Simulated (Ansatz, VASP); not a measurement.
# Two plane-wave programs on BiAsSe

```
Bi As Se
1.0
     3.91676    0.00000    0.00000
     0.00000    3.91676    0.00000
     0.00000    0.00000    5.49034
Bi As Se
1 1 1
Direct
  0.00000 0.00000 0.48162
  0.50000 0.50000 0.24026
  0.50000 0.50000 0.79962
```

Alike in both runs: functional PBE; k mesh 4 × 4 × 4; occupations gaussian, width 0.1 eV; no spin polarisation.

Ansatz relaxed the structure, and its values are those at the end. VASP's run is a single point on that final structure, the one shown.

```csv
,VASP,Ansatz
version,VASP 6.6.1,Ansatz 0.2.0
potentials or method,"VASP PAW PBE potentials, release 64 (Bi_d, As, Se), cutoff 520 eV","scalar-relativistic, plane waves, PAW"
valence electrons in the cell,26,46
```

Ansatz gave:

* gap on the k mesh at the Fermi level (eV): none
* pressure (GPa): 0.0
* rms of the force components (eV/Å): 0.003

**Question.** Which values does VASP return?

**Answer.** gap on the k mesh at the Fermi level (eV): none; pressure (GPa): 0.1; rms of the force components (eV/Å): 0.012.

A gap of «none» marks a metal or a gap that the smearing closes. The functional is the same, so the differences come from potentials, cutoffs and numerics. VASP's potentials hold 26 valence electrons a cell and Ansatz's 46, so a difference there can come from the potentials and not from the codes.

The k mesh is coarse, so the values compare programs but aren't converged. Neither program's run includes spin-orbit coupling.
